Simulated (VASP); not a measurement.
The system is LiH.

```
Li H
1.0
     0.00000    1.99847    1.99847
     1.99847    0.00000    1.99847
     1.99847    1.99847    0.00000
Li H
1 1
Direct
  0.00000 0.00000 0.00000
  0.50000 0.50000 0.50000
```

Base run:

| Property | Result |
| --- | --- |
| Program | VASP 6.6.1 |
| Functional | PBEsol |
| Potentials or basis | VASP PAW PBE potentials, release 64 (Li_sv, H) |
| Cutoff | 520 eV |
| k mesh | 8 × 8 × 8, shifted |
| Occupations | gaussian, width 0.01 eV |
| Spin | no spin polarisation |

Its results: band gap on the k mesh 3.36 eV, direct.

Problem. The run is repeated on the same cell with these changes: k mesh from 8 × 8 × 8, shifted to 5 × 5 × 5; further incar settings from ALGO = Normal; EDIFF = 1e-06; NBANDS = 9; ISYM = 0 to ALGO = Normal; EDIFF = 1e-07; NBANDS = 9. What comes out?

Solution. Band gap on the k mesh 3.78 eV, direct.

Caveats: some runs use coarse meshes.

A k mesh can miss the band edges.
